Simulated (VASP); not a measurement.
# AlN (Cm) in VASP: further runs

The runs below take AlN through single point, with PBEsol.

All numbers are computed with VASP 6.6.1; they aren't measurements. Logs are shortened: lines on timing, memory, paths and dates and some standing lists are left out, and cuts for length are marked.

**1. The cell of the first run**

It takes space group Cm (No. 8, monoclinic). Conventional cell: a = 6.190 Å, b = 6.190 Å, c = 4.377 Å, α = 90.00°, β = 90.00°, γ = 90.00°. Within 1.9 Å of Al (site symmetry m) lie 1 N at 1.42 Å. Within 2.5 Å of Al (site symmetry 1) lie 4 N at 1.90 Å. Within 2.6 Å of Al (site symmetry m) lie 4 N at 1.90 Å and 1 Al at 2.59 Å. N (site symmetry m) has 4 Al at 1.42 to 1.90 Å within 1.9 Å. Within 2.5 Å of N (site symmetry 1) lie 4 Al at 1.90 to 2.03 Å. Within 2.5 Å of N (site symmetry m) lie 4 Al at 1.90 to 2.27 Å.

**2. Single point, PBEsol (atom 1 (Al) moved by -0.504 Å along [1 1 0] and +0.126 Å along [0 0 1])**

Input file INCAR:

```
ALGO     = Normal         # electronic algorithm
EDIFF    = 1E-6           # SCF threshold, eV
ENCUT    = 520            # plane-wave cutoff, eV
GGA      = PS             # functional
ISIF     = 2              # what is computed and relaxed
ISMEAR   = 0              # smearing method
LASPH    = T              # aspherical terms in the spheres
LCHARG   = F              # write CHGCAR
LREAL    = F              # projectors in reciprocal space
LWAVE    = F              # write WAVECAR
NBANDS   = 26             # bands
NELM     = 80             # most SCF steps
PREC     = Accurate       # precision mode
SIGMA    = 0.05           # smearing width, eV
```

Input file KPOINTS:

```
k-points
0
Gamma
  6 6 6
```

Input file POSCAR:

```
AlN
1.0
    4.3771405283      0.0000000000      0.0000000000
    0.0000000000     -4.3771405283      0.0000000000
    0.0000000000      0.0000000000     -4.3771405283
Al N
4 4
Direct
   -0.0814188659     -0.0287859161     -0.0814188659
    0.5000000000      0.5000000000      0.0000000000
    0.5000000000      0.0000000000      0.5000000000
    0.0000000000      0.5000000000      0.5000000000
    0.7500000000      0.7500000000      0.7500000000
    0.2500000000      0.2500000000      0.7500000000
    0.2500000000      0.7500000000      0.2500000000
    0.7500000000      0.2500000000      0.2500000000
```

Potentials or basis: VASP PAW PBE potentials, release 64 (Al, N).

On the command line:

```sh
> cat potpaw_PBE.64/Al/POTCAR potpaw_PBE.64/N/POTCAR > POTCAR
> mpirun -np 1 vasp_std > vasp.out
```

OUTCAR:

```text
EDIFF = 1E-6
   ENCUT = 520
   GGA = PS
   ISIF = 2
   ISMEAR = 0
   LASPH = T
   LREAL = F
   NELM = 80
   PREC = Accurate

 ion  position               nearest neighbor table
   1  0.919  0.971  0.919-   5 1.42   6 2.03   8 2.03   7 2.27   3 2.59   2 2.78   4 2.78   2 2.97
                             4 2.97   3 3.14   3 3.14   4 3.30   2 3.30
   2  0.500  0.500  0.000-   5 1.90   6 1.90   7 1.90   8 1.90   1 2.78   1 2.97   4 3.10   3 3.10
                             4 3.10   3 3.10   3 3.10   3 3.10   4 3.10   4 3.10   1 3.30
   3  0.500  0.000  0.500-   5 1.90   6 1.90   7 1.90   8 1.90   1 2.59   2 3.10   4 3.10   2 3.10
                             2 3.10   4 3.10   2 3.10   4 3.10   4 3.10   1 3.14   1 3.14
   4  0.000  0.500  0.500-   5 1.90   6 1.90   7 1.90   8 1.90   1 2.78   1 2.97   3 3.10   2 3.10
                             2 3.10   3 3.10   2 3.10   3 3.10   2 3.10   3 3.10   1 3.30
   5  0.750  0.750  0.750-   1 1.42   2 1.90   3 1.90   4 1.90
   6  0.250  0.250  0.750-   2 1.90   3 1.90   4 1.90   1 2.03
   7  0.250  0.750  0.250-   2 1.90   3 1.90   4 1.90   1 2.27
   8  0.750  0.250  0.250-   2 1.90   3 1.90   4 1.90   1 2.03

  LATTYP: Found a simple cubic cell.
 ALAT       =     4.3771405283

  Lattice vectors:

 A1 = (   4.3771405283,   0.0000000000,   0.0000000000)
 A2 = (   0.0000000000,  -4.3771405283,   0.0000000000)
 A3 = (   0.0000000000,   0.0000000000,  -4.3771405283)

Analysis of symmetry for initial positions (statically):
=====================================================================
 Subroutine PRICEL returns:
 Original cell was already a primitive cell.

 Routine SETGRP: Setting up the symmetry group for a
 simple cubic supercell.

 Subroutine GETGRP returns: Found  2 space group operations
 (whereof  2 operations were pure point group operations)
 out of a pool of 48 trial point group operations.

The static configuration has the point symmetry C_1h.

Analysis of symmetry for dynamics (positions and initial velocities):
=====================================================================
 Subroutine PRICEL returns:
 Original cell was already a primitive cell.

 Routine SETGRP: Setting up the symmetry group for a
 simple cubic supercell.

 Subroutine GETGRP returns: Found  2 space group operations
 (whereof  2 operations were pure point group operations)
 out of a pool of 48 trial point group operations.

The dynamic configuration has the point symmetry C_1h.

 Subroutine INISYM returns: Found  2 space group operations
 (whereof  2 operations are pure point group operations),
 and found     1 'primitive' translations

----------------------------------------------------------------------------------------

                                     Primitive cell

  volume of cell :      83.8632

  direct lattice vectors                    reciprocal lattice vectors
     4.377140528  0.000000000  0.000000000     0.228459652  0.000000000  0.000000000
     0.000000000 -4.377140528  0.000000000     0.000000000 -0.228459652  0.000000000
     0.000000000  0.000000000 -4.377140528     0.000000000  0.000000000 -0.228459652

  length of vectors
     4.377140528  4.377140528  4.377140528     0.228459652  0.228459652  0.228459652

  position of ions in fractional coordinates (direct lattice)
     0.918581134  0.971214084  0.918581134
     0.500000000  0.500000000  0.000000000
     0.500000000  0.000000000  0.500000000
     0.000000000  0.500000000  0.500000000
     0.750000000  0.750000000  0.750000000
     0.250000000  0.250000000  0.750000000
     0.250000000  0.750000000  0.250000000
     0.750000000  0.250000000  0.250000000

  ion indices of the primitive-cell ions
   primitive index   ion index
                 1           1
                 2           2
                 3           3
                 4           4
                 5           5
                 6           6
                 7           7
                 8           8

----------------------------------------------------------------------------------------

 KPOINTS: k-points

Automatic generation of k-mesh.
 Grid dimensions read from file:
 generate k-points for:    6    6    6

 Generating k-lattice:

  Cartesian coordinates                     Fractional coordinates (reciprocal lattice)
     0.038076609  0.000000000  0.000000000     0.166666667  0.000000000  0.000000000
     0.000000000 -0.038076609  0.000000000     0.000000000  0.166666667  0.000000000
     0.000000000  0.000000000 -0.038076609     0.000000000  0.000000000  0.166666667

  Length of vectors
     0.038076609  0.038076609  0.038076609

  Shift w.r.t. Gamma in fractional coordinates (k-lattice)
     0.000000000  0.000000000  0.000000000

 Subroutine IBZKPT returns following result:
 ===========================================

 Found     68 irreducible k-points:

 Following reciprocal coordinates:
            Coordinates               Weight
  0.000000  0.000000  0.000000      1.000000
  0.166667  0.000000  0.000000      4.000000
  0.000000  0.166667  0.000000      2.000000
  0.333333  0.000000  0.000000      4.000000
  0.000000  0.333333  0.000000      2.000000
  0.500000  0.000000  0.000000      2.000000
[... 16 lines left out ...]
 -0.333333  0.333333  0.000000      4.000000
 -0.333333  0.000000  0.333333      2.000000
 [... further k-points ...]
   k-points           NKPTS =     68   k-points in BZ     NKDIM =     68   number of bands    NBANDS=     26
   number of dos      NEDOS =    301   number of ions     NIONS =      8
   total plane-waves  NPLWV =  46656
   dimension x,y,z NGX =    36 NGY =   36 NGZ =   36
   dimension x,y,z NGXF=    72 NGYF=   72 NGZF=   72
   ions per type =               4   4
   NGX,Y,Z   is equivalent  to a cutoff of  13.67, 13.67, 13.67 a.u.
   NGXF,Y,Z  is equivalent  to a cutoff of  27.35, 27.35, 27.35 a.u.
 SYSTEM =  unknown system
   PREC   = accura    normal or accurate (medium, high low for compatibility)
   ISTART =      0    job   : 0-new  1-cont  2-samecut
   ICHARG =      2    charge: 1-file 2-atom 10-const
   ISPIN  =      1    spin polarized calculation?
   LNONCOLLINEAR =      F non collinear calculations
   LSORBIT =      F    spin-orbit coupling
   LASPH  =      T    aspherical Exc in radial PAW
   ENCUT  =  520.0 eV  38.22 Ry    6.18 a.u.   8.14  8.14  8.14*2*pi/ulx,y,z
   NELM   =     80;   NELMIN=  2; NELMDL= -5     # of ELM steps
   EDIFF  = 0.1E-05   stopping-criterion for ELM
   LREAL  =      F    real-space projection
   EDIFFG = 0.1E-04   stopping-criterion for IOM
   NSW    =      0    number of steps for IOM
   IBRION =     -1    ionic relax: 0-MD 1-quasi-New 2-CG
   NFREE  =      0    steps in history (QN), initial steepest desc. (CG)
   ISIF   =      2    stress and relaxation
   ISYM   =      2    0-nonsym 1-usesym 2-fastsym
   POTIM  = 0.5000    time-step for ionic-motion
   TEBEG  =    0.0;   TEEND  =   0.0 temperature during run
   PSTRESS=    0.0 pullay stress
   NELECT =      32.0000    total number of electrons
   NUPDOWN=      -1.0000    fix difference up-down
   EMIN   =  10.00;   EMAX   =-10.00  energy-range for DOS
   EFERMI =   0.00;   METHOD = LEGACY
   ISMEAR =     0;   SIGMA  =   0.05  broadening in eV -4-tet -1-fermi 0-gaus
   EFERMI_NEDOS =   21; number of points for ismear=-14 and -15
   IALGO  =     38    algorithm
   IMIX   =      4    mixing-type and parameters
     AMIX     =   0.40;   BMIX     =  1.00
     AMIX_MAG =   1.60;   BMIX_MAG =  1.00
  volume/ion in A,a.u.               =      10.48        70.74
  Fermi-wavevector in a.u.,A,eV,Ry     =   1.187411  2.243881 19.183459  1.409944
  Thomas-Fermi vector in A             =   2.323563
   LORBIT       =      0    0 simple, 1 ext, 2 COOP (PROOUT), +10 PAW based schemes
   GGA     = PS    functional components
   LHFCALC =     F    Hartree Fock is set to
   AEXX    =    0.0000 exact exchange contribution
   IVDW    =     0    specifies the selected vdW correction
   LEPSILON=     F    determine dielectric tensor
   LRPA    =     F    only Hartree local field effects (RPA)
 non-spin polarized calculation
 Gauss-broadening in eV      SIGMA  =   0.05
  energy-cutoff  :      520.00
  volume of cell :       83.86
 maximum number of plane-waves:      2301
 NGX is ok and might be reduce to    36
   NGX = 17   NGY = 17   NGZ = 17

 number of electron      31.9999992 magnetization

 Free energy of the ion-electron system (eV)
  ---------------------------------------------------
  ext. energy  EPLUGINS =         0.00000000
  ---------------------------------------------------
  free energy    TOTEN  =       -57.91387495 eV

  energy without entropy =      -57.91387495  energy(sigma->0) =      -57.91387495

 E-fermi :   6.8048     XC(G=0): -11.0853

 val. band max:        6.5169476370   @ k =   0.5000   0.5000   0.5000
 cond. band min:       7.7708201364   @ k =   0.0000   0.0000   0.0000
 fundamental gap:      1.2538724994
 Fermi energy:         6.8047918759

 k-point     1 :       0.0000    0.0000    0.0000
  band No.  band energies     occupation
      1      -9.6077      2.00000
      2      -7.2294      2.00000
      3      -6.1677      2.00000
      4      -5.7223      2.00000
      5       0.4167      2.00000
      6       0.4239      2.00000
[... 18 lines left out ...]
     25      18.3054      0.00000
     26      18.4007      0.00000

 k-point     2 :       0.1667    0.0000    0.0000
  band No.  band energies     occupation
      1      -9.5120      2.00000
      2      -7.2560      2.00000
      3      -6.2987      2.00000
      4      -5.7485      2.00000
      5       0.5414      2.00000
      6       0.6180      2.00000
[... 18 lines left out ...]
     25      18.2642      0.00000
[... 608 lines left out ...]
     25      16.4870      0.00000
     26      16.8022      0.00000

 k-point    24 :      -0.3333    0.0000    0.3333
  band No.  band energies     occupation
      1      -9.0401      2.00000
      2      -7.2389      2.00000
      3      -6.7647      2.00000
      4      -6.0130      2.00000
      5       0.7521      2.00000
      6       1.0902      2.00000
[... 18 lines left out ...]
     25      16.3961      0.00000
     26      16.5021      0.00000

 [... further k-points ...]

------------------------ aborting loop because EDIFF is reached ----------------------------------------

  FORCE on cell =-STRESS in cart. coord.  units (eV):
  Direction    XX          YY          ZZ          XY          YZ          ZX
  --------------------------------------------------------------------------------------
  -------------------------------------------------------------------------------------
  Total        5.6990784     12.4819964      5.6990784     -9.2672488      9.2672488     -7.8433589
  in kB      108.8789047    238.4641881    108.8789047   -177.0475563    177.0475560   -149.8446352
  external PRESSURE =     152.0739992 kB  Pullay stress =       0.0000000 kB

 VOLUME and BASIS-vectors are now :
 -----------------------------------------------------------------------------
  energy-cutoff  :      520.00
  volume of cell :       83.86
      direct lattice vectors                 reciprocal lattice vectors
     4.377140528  0.000000000  0.000000000     0.228459652  0.000000000  0.000000000
     0.000000000 -4.377140528  0.000000000     0.000000000 -0.228459652  0.000000000
     0.000000000  0.000000000 -4.377140528     0.000000000  0.000000000 -0.228459652

 POSITION                                       TOTAL-FORCE (eV/Angst)
 -----------------------------------------------------------------------------------
      4.02076     -4.25114     -4.02076        14.140117    -15.044927    -14.140117
      2.18857     -2.18857      0.00000        -1.533639      0.496748     -1.052299
      2.18857      0.00000     -2.18857        -1.836364     -0.244819      1.836364
      0.00000     -2.18857     -2.18857         1.052299      0.496748      1.533639
      3.28286     -3.28286     -3.28286       -10.370583     13.159545     10.370583
      1.09429     -1.09429     -3.28286        -0.796611      0.563323      0.171293
      1.09429     -3.28286     -1.09429        -0.483926      0.010059      0.483926
      3.28286     -1.09429     -1.09429        -0.171293      0.563323      0.796611
 -----------------------------------------------------------------------------------
    total drift:                                0.000532     -0.000939     -0.000532

  FREE ENERGIE OF THE ION-ELECTRON SYSTEM (eV)
  ---------------------------------------------------
  free  energy   TOTEN  =       -57.9138749508 eV

  energy  without entropy=      -57.9138749508  energy(sigma->0) =      -57.91387495
```

Wall time 88 s (1 thread of AMD EPYC 9R45 (Zen 5), shared host); peak memory 0.23 GiB.

Results:

```yaml
Free_energy: -57.9139 eV
Pressure: 15.2 GPa
Largest_force: 25.025 eV/Å
Band_gap_on_the_k_mesh: 1.25 eV (least direct gap 1.35 eV)
```

Forces in eV/Å, atoms in the order of the input:
```
Al   14.140 -15.045 -14.140
Al   -1.534   0.497  -1.052
Al   -1.836  -0.245   1.836
Al    1.052   0.497   1.534
N   -10.371  13.160  10.371
N    -0.797   0.563   0.171
N    -0.484   0.010   0.484
N    -0.171   0.563   0.797
```

Caveat: the cell differs from its parent crystal (atom 1 (Al) moved by -0.504 Å along [1 1 0] and +0.126 Å along [0 0 1]); the cell stands under pressure; the PAW data sets were made with another functional, which shifts forces and pressure a little.

**3. Single point, PBEsol (atom 1 (Al) moved by -0.252 Å along [1 1 0] and +0.378 Å along [0 0 1])**

Input file INCAR:

```
PREC = Accurate ; ENCUT = 520
EDIFF = 1E-6 ; ISMEAR = 0
SIGMA = 0.05 ; LREAL = F
LASPH = T ; NELM = 60
ALGO = Normal ; ISIF = 2
LWAVE = F ; LCHARG = F
GGA = PS ; NBANDS = 26
```

Input file KPOINTS:

```
Automatic mesh
0
Gamma
  6 6 6
```

Changes to POSCAR since step 2:

```diff
@@ -8,3 +8,3 @@
 Direct
-   -0.0814188659     -0.0287859161     -0.0814188659
+   -0.0407094330     -0.0863577483     -0.0407094330
     0.5000000000      0.5000000000      0.0000000000
```

Potentials or basis: VASP PAW PBE potentials, release 64 (Al, N).

On the command line:

```sh
> cat potpaw_PBE.64/Al/POTCAR potpaw_PBE.64/N/POTCAR > POTCAR
> mpirun -np 1 vasp_std > vasp.out
```

It took 3.5 min on 1 thread of Intel Xeon 8259CL, shared host; peak memory 0.26 GiB.

It converged, with:

```
Free energy            : -59.2214 eV
Pressure               : 11.1 GPa
Largest force          : 19.091 eV/Å
Band gap on the k mesh : 1.79 eV (least direct gap 1.85 eV)
```

Forces on the atoms (eV/Å):
```
Al   10.874 -11.313 -10.874
Al   -0.885   1.731  -0.499
Al   -0.748  -1.115   0.748
Al    0.499   1.731   0.885
N    -8.809   7.210   8.809
N    -0.520   0.711  -0.036
N    -0.446   0.336   0.446
N     0.036   0.711   0.520
```

Stress tensor (GPa, compression positive):
```
 14.28 -11.66 -15.00
-11.66   4.75  11.66
-15.00  11.66  14.28
```

Levels at points of the mesh, in eV from the valence-band top:
| k point | band 12 | band 13 | band 14 | band 15 | band 16 | band 17 | band 18 | band 19 | band 20 | band 21 |
| --- | --- | --- | --- | --- | --- | --- | --- | --- | --- | --- |
| (0.00, 0.00, 0.00) | -2.03 | -1.97 | -0.58 | -0.34 | -0.06 | 1.79 | 2.14 | 2.97 | 4.18 | 7.34 |
| (0.50, 0.00, 0.00) | -2.51 | -1.79 | -1.59 | -1.25 | -0.94 | 4.25 | 4.62 | 5.49 | 6.49 | 8.84 |
| (0.00, 0.50, 0.00) | -2.86 | -2.30 | -2.15 | -1.00 | -0.59 | 4.56 | 4.76 | 5.30 | 6.46 | 8.82 |
| (0.50, 0.50, 0.00) | -2.23 | -1.51 | -1.23 | -0.99 | -0.38 | 6.18 | 6.29 | 7.14 | 7.90 | 8.03 |
| (0.50, 0.00, 0.50) | -2.65 | -1.93 | -1.78 | -0.63 | -0.09 | 6.01 | 6.43 | 7.12 | 7.84 | 7.93 |
| (0.50, 0.50, 0.50) | -0.96 | -0.90 | -0.58 | -0.40 | 0.00 | 5.75 | 6.40 | 6.63 | 6.79 | 8.28 |

Caveat: the cell differs from its parent crystal (atom 1 (Al) moved by -0.252 Å along [1 1 0] and +0.378 Å along [0 0 1]); the cell stands under pressure; the PAW data sets were made with another functional, which shifts forces and pressure a little. A k mesh can miss the band edges.
